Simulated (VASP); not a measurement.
# ZnS in VASP: settings compared, part 2 of 2

VASP 6.6.1.

## 4. Single point, r2SCAN (strain -2.7%)

The input, POSCAR:

```
ZnS
1.0
    0.0000000000      2.6208066996      2.6208066996
    2.6208066996      0.0000000000      2.6208066996
    2.6208066996      2.6208066996      0.0000000000
Zn S
1 1
Direct
    0.0000000000      0.0000000000      0.0000000000
    0.2500000000      0.2500000000      0.2500000000
```

The input, INCAR.step1:

```
PREC = Accurate ; ENCUT = 520
ISMEAR = 0 ; SIGMA = 0.01
LREAL = F ; LASPH = T
NELM = 80 ; NBANDS = 16
GGA = PE ; ALGO = Normal
EDIFF = 1E-4 ; LWAVE = T
LCHARG = F
```

The input, INCAR.step2:

```
PREC = Accurate ; ENCUT = 520
EDIFF = 1E-6 ; ISMEAR = 0
SIGMA = 0.01 ; LREAL = F
LASPH = T ; NELM = 80
ALGO = Normal ; ISIF = 2
LWAVE = F ; LCHARG = F
METAGGA = R2SCAN ; LMIXTAU = T
NBANDS = 16 ; ISTART = 1
```

The input, KPOINTS:

```
Automatic mesh
0
Gamma
  8 8 8
```

Command:

```sh
$ cat potpaw_PBE.64/Zn/POTCAR potpaw_PBE.64/S/POTCAR > POTCAR
$ cp INCAR.step1 INCAR
$ mpirun -np 1 vasp_std > vasp.out
$ cp INCAR.step2 INCAR
$ mpirun -np 1 vasp_std > vasp.out
```

Run time: 32 s. Hardware: 1 thread of Intel Xeon 6975P-C (Granite Rapids), shared host; peak memory 0.16 GiB.

Results (log left out):

```
Free energy            : -18.7955 eV
Pressure               : 7.9 GPa
Band gap on the k mesh : 3.11 eV
```

Levels at points of the mesh, in eV from the valence-band top:
| k point | band 7 | band 8 | band 9 | band 10 | band 11 | band 12 |
| --- | --- | --- | --- | --- | --- | --- |
| (0.00, 0.00, 0.00) | 0.00 | 0.00 | 0.00 | 3.11 | 6.81 | 6.81 |
| (0.50, 0.00, 0.00) | -5.96 | -1.03 | -1.03 | 3.99 | 7.31 | 7.31 |
| (0.50, 0.50, 0.00) | -4.99 | -2.64 | -2.64 | 3.51 | 4.43 | 12.52 |

Caveat: the cell differs from its parent crystal (strain -2.7%); the cell stands under pressure; the PAW data sets were made with another functional, which shifts forces and pressure a little. A k mesh can miss the band edges.

## 5. Single point, PBE (uniaxial x strain -0.4%)

The input, INCAR:

```
SYSTEM = ZnS
PREC = Accurate
ENCUT = 520
EDIFF = 1E-6
ISMEAR = -1
SIGMA = 0.02
LREAL = .FALSE.
LASPH = .TRUE.
NELM = 60
ALGO = Normal
ISIF = 2
LWAVE = .FALSE.
LCHARG = .FALSE.
GGA = PE
NBANDS = 16
```

The input, KPOINTS:

```
Automatic mesh
0
G
  8 8 8
  0 0 0
```

The input, POSCAR:

```
ZnS
1.0
    0.0000000000      2.6940858343      2.6940858343
    2.6833094910      0.0000000000      2.6940858343
    2.6833094910      2.6940858343      0.0000000000
Zn S
1 1
Direct
    0.0000000000      0.0000000000      0.0000000000
    0.2500000000      0.2500000000      0.2500000000
```

Command:

```sh
$ cat potpaw_PBE.64/Zn/POTCAR potpaw_PBE.64/S/POTCAR > POTCAR
$ mpirun -np 1 vasp_std > vasp.out
```

Wall time 13 s (1 thread of Intel Xeon 6975P-C (Granite Rapids), shared host); peak memory 0.17 GiB.

It converged, with:

```
Free energy            : -6.8399 eV
Pressure               : 2.8 GPa
Band gap on the k mesh : 2.16 eV
```

Stress tensor (GPa, compression positive):
```
2.89 0.00 0.00
0.00 2.73 0.00
0.00 0.00 2.73
```

Levels at points of the mesh, in eV from the valence-band top:
| k point | band 5 | band 6 | band 7 | band 8 | band 9 | band 10 | band 11 | band 12 | band 13 | band 14 |
| --- | --- | --- | --- | --- | --- | --- | --- | --- | --- | --- |
| (0.00, 0.00, 0.00) | -5.89 | -5.89 | -0.01 | -0.01 | 0.00 | 2.16 | 6.38 | 6.38 | 6.38 | 11.74 |
| (0.50, 0.00, 0.00) | -5.85 | -5.68 | -5.38 | -0.90 | -0.88 | 3.33 | 6.89 | 6.93 | 8.92 | 12.22 |
| (0.50, 0.50, 0.00) | -5.81 | -5.67 | -4.63 | -2.27 | -2.26 | 3.38 | 4.08 | 11.05 | 12.03 | 12.07 |
| (0.00, 0.50, 0.50) | -5.81 | -5.66 | -4.60 | -2.29 | -2.29 | 3.35 | 4.04 | 11.09 | 12.04 | 12.04 |

Caveat: the cell differs from its parent crystal (uniaxial x strain -0.4%).

## 6. Single point, PBE (strain along [111] +1.2%)

The input, INCAR:

```
SYSTEM = ZnS
  PREC = Accurate
  ENCUT = 520
  EDIFF = 1E-6
  ISMEAR = -1
  SIGMA = 0.02
  LREAL = .FALSE.
  LASPH = .TRUE.
  NELM = 60
  ALGO = Normal
  ISIF = 2
  LWAVE = .FALSE.
  LCHARG = .TRUE.
  GGA = PE
  LELF = .TRUE.
  LVHAR = .TRUE.
  NBANDS = 16
```

The input, KPOINTS:

```
regular mesh
0
G
  8 8 8
  0 0 0
```

The input, POSCAR:

```
ZnS
1.0
    0.0211934752      2.7152793095      2.7152793095
    2.7152793095      0.0211934752      2.7152793095
    2.7152793095      2.7152793095      0.0211934752
Zn S
1 1
Direct
    0.0006586669      0.0006586669      0.0006586669
    0.2493413331      0.2493413331      0.2493413331
```

Potentials or basis: VASP PAW PBE potentials, release 64 (Zn, S).

Command:

```sh
$ cat potpaw_PBE.64/Zn/POTCAR potpaw_PBE.64/S/POTCAR > POTCAR
$ mpirun -np 1 vasp_std > vasp.out
```

OUTCAR:

```text
SYSTEM = ZnS
   PREC = Accurate
   ENCUT = 520
   EDIFF = 1E-6
   ISMEAR = -1
   LREAL = .FALSE.
   LASPH = .TRUE.
   NELM = 60
   ISIF = 2
   GGA = PE

 ion  position               nearest neighbor table
   1  0.001  0.001  0.001-   2 2.34   2 2.34   2 2.34   2 2.35
   2  0.249  0.249  0.249-   1 2.34   1 2.34   1 2.34   1 2.35

  LATTYP: Found a trigonal (rhomboedric) cell.
 ALAT       =     3.8400433097
 COS(alpha) =     0.5077897974

  Lattice vectors:

 A1 = (   0.0211934752,   2.7152793095,   2.7152793095)
 A2 = (   2.7152793095,   0.0211934752,   2.7152793095)
 A3 = (   2.7152793095,   2.7152793095,   0.0211934752)

Analysis of symmetry for initial positions (statically):
=====================================================================
 Subroutine PRICEL returns:
 Original cell was already a primitive cell.

 Routine SETGRP: Setting up the symmetry group for a
 trigonal (rhombohedral) supercell.

 Subroutine GETGRP returns: Found  6 space group operations
 (whereof  6 operations were pure point group operations)
 out of a pool of 12 trial point group operations.

[... 160 lines left out ...]
  energy without entropy =       -6.84724135  energy(sigma->0) =       -6.84724135

 E-fermi :   2.4876     XC(G=0):  -9.6166

 val. band max:        2.1002857188   @ k =   0.0000   0.0000   0.0000
 cond. band min:       4.1780972765   @ k =   0.0000   0.0000   0.0000
 fundamental gap:      2.0778115576
 Fermi energy:         2.4875700251

 k-point     1 :       0.0000    0.0000    0.0000
  band No.  band energies     occupation
      1     -11.0398      2.00000
      2      -4.2524      2.00000
      3      -4.2454      2.00000
      4      -4.2454      2.00000
      5      -3.7533      2.00000
      6      -3.7533      2.00000
[... 433 lines left out ...]
      3      -4.1512      2.00000
      4      -4.1274      2.00000
      5      -3.7667      2.00000
      6      -3.7255      2.00000
[... 8 lines left out ...]
     15      14.3501      0.00000
     16      15.3658      0.00000

 [... further k-points ...]

------------------------ aborting loop because EDIFF is reached ----------------------------------------

  FORCE on cell =-STRESS in cart. coord.  units (eV):
  Direction    XX          YY          ZZ          XY          YZ          ZX
  --------------------------------------------------------------------------------------
  -------------------------------------------------------------------------------------
  Total        0.3795387      0.3795387      0.3795387     -0.0929697     -0.0929697     -0.0929697
  in kB       15.3676579     15.3676579     15.3676579     -3.7643746     -3.7643746     -3.7643746
  external PRESSURE =      15.3676579 kB  Pullay stress =       0.0000000 kB

 VOLUME and BASIS-vectors are now :
 -----------------------------------------------------------------------------
  energy-cutoff  :      520.00
  volume of cell :       39.57
      direct lattice vectors                 reciprocal lattice vectors
     0.021193475  2.715279310  2.715279310    -0.186313192  0.184870231  0.184870231
     2.715279310  0.021193475  2.715279310     0.184870231 -0.186313192  0.184870231
     2.715279310  2.715279310  0.021193475     0.184870231  0.184870231 -0.186313192

 POSITION                                       TOTAL-FORCE (eV/Angst)
 -----------------------------------------------------------------------------------
      0.00359      0.00359      0.00359         0.002281      0.002281      0.002281
      1.35935      1.35935      1.35935        -0.002281     -0.002281     -0.002281
 -----------------------------------------------------------------------------------
    total drift:                               -0.000185     -0.000185     -0.000185

  FREE ENERGIE OF THE ION-ELECTRON SYSTEM (eV)
  ---------------------------------------------------
  free  energy   TOTEN  =        -6.8472413488 eV

  energy  without entropy=       -6.8472413487  energy(sigma->0) =       -6.84724135
```

Wall time 18 s (1 thread of Intel Xeon 6975P-C (Granite Rapids), shared host); peak memory 0.19 GiB.

Results:

```
Free energy            : -6.8472 eV
Pressure               : 1.5 GPa
Largest force          : 0.004 eV/Å
Band gap on the k mesh : 2.08 eV
```

Forces on the atoms (eV/Å):
```
Zn   0.002  0.002  0.002
S   -0.002 -0.002 -0.002
```

Caveat: the cell differs from its parent crystal (strain along [111] +1.2%).

## 7. Summary

```csv
level,cell,k mesh,smearing,grid for exact exchange (PRECFOCK),share of exact exchange,screening parameter,gap on the mesh (eV),pressure (GPa)
HSE06,"a = 3.706 Å, angles 60.0°, 2 atoms",6 × 6 × 6,gaussian 0.01 eV,Normal,0.25,0.2079 1/Å,3.77,9.7
PBE,"a = 3.706 Å, angles 60.0°, 2 atoms",8 × 8 × 8,fermi-dirac 0.02 eV,-,-,-,2.53,10.3
r2SCAN,"a = 3.706 Å, angles 60.0°, 2 atoms",8 × 8 × 8,gaussian 0.01 eV,-,-,-,3.11,7.9
PBE,"a = 3.810, b = 3.802, c = 3.802 Å, angles 60.1, 59.9, 59.9°, 2 atoms",8 × 8 × 8,fermi-dirac 0.02 eV,-,-,-,2.16,2.8
PBE,"a = 3.840 Å, angles 59.5°, 2 atoms",8 × 8 × 8,fermi-dirac 0.02 eV,-,-,-,2.08,1.5
```

Alike in all rows: task single point; potentials or basis VASP PAW PBE potentials, release 64 (Zn, S); no spin polarisation; cutoff (eV) 520.

Caveats: the cell stands under pressure (at least some runs); the PAW data sets were made with another functional, which shifts forces and pressure a little (at least some runs).

Total energies depend on the potentials used, so only differences within one code and one set of settings carry meaning.
